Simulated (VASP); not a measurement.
Here is a VASP 6.6.1 calculation.

The input INCAR:

```
PREC = Accurate ; ENCUT = 600
EDIFF = 1E-6 ; ISMEAR = 0
SIGMA = 0.02 ; LREAL = False
LASPH = True ; NELM = 100
ALGO = Normal ; ISIF = 3
LWAVE = False ; LCHARG = False
GGA = PE ; IBRION = 2
NSW = 100 ; EDIFFG = -0.01
```

The input KPOINTS:

```
Automatic mesh
0
Gamma
  4 4 4
```

The input POSCAR:

```
AlCuC4N4
1.0
    5.8603950015      0.0000000000      0.0000000000
    0.0000000000      5.8603950015      0.0000000000
    0.0000000000      0.0000000000      5.8603950015
Al Cu C N
1 1 4 4
Direct
    0.0000000000      0.0000000000      0.0000000000
    0.5000000000      0.5000000000      0.5000000000
    0.1935983643      0.1935983643      0.1935983643
    0.1935983643      0.8064016357      0.8064016357
    0.8064016357      0.1935983643      0.8064016357
    0.8064016357      0.8064016357      0.1935983643
    0.3082540900      0.3082540900      0.3082540900
    0.3082540900      0.6917459100      0.6917459100
    0.6917459100      0.3082540900      0.6917459100
    0.6917459100      0.6917459100      0.3082540900
```

Potentials or basis: VASP PAW PBE potentials, release 64 (Al, Cu, C, N).

Run with:

```console
$ cat potpaw_PBE.64/Al/POTCAR potpaw_PBE.64/Cu/POTCAR potpaw_PBE.64/C/POTCAR potpaw_PBE.64/N/POTCAR > POTCAR
$ mpirun -np 1 vasp_std > vasp.out
```

Predict the band gap on the k mesh.

3.02 eV (least direct gap 3.09 eV).

Estimate the relaxed volume.

20.18 Å³/atom.

What does it give for the relaxed cell?

a = 5.865 Å, b = 5.865 Å, c = 5.865 Å, α = 90.00°, β = 90.00°, γ = 90.00°.

The path:
```csv
step,energy change (eV),largest force (eV/Å),pressure (GPa),volume (Å³)
1,0.0000,0.3945,0.49,201.27
2,0.2769,3.8297,-4.03,203.06
3,-0.0024,0.0433,0.07,201.42
4,-0.0024,0.0365,0.12,201.41
5,-0.0027,0.0190,-0.03,201.79
6,-0.0027,0.0180,-0.01,201.82
7,-0.0027,0.0148,-0.03,201.87
8,-0.0027,0.0151,-0.04,201.86
9,-0.0027,0.0159,-0.04,201.84
10,-0.0027,0.0166,-0.03,201.83
11,-0.0025,0.0991,0.09,201.76
12,-0.0027,0.0135,-0.01,201.82
13,-0.0027,0.0038,-0.02,201.76
```

A k mesh can miss the band edges.
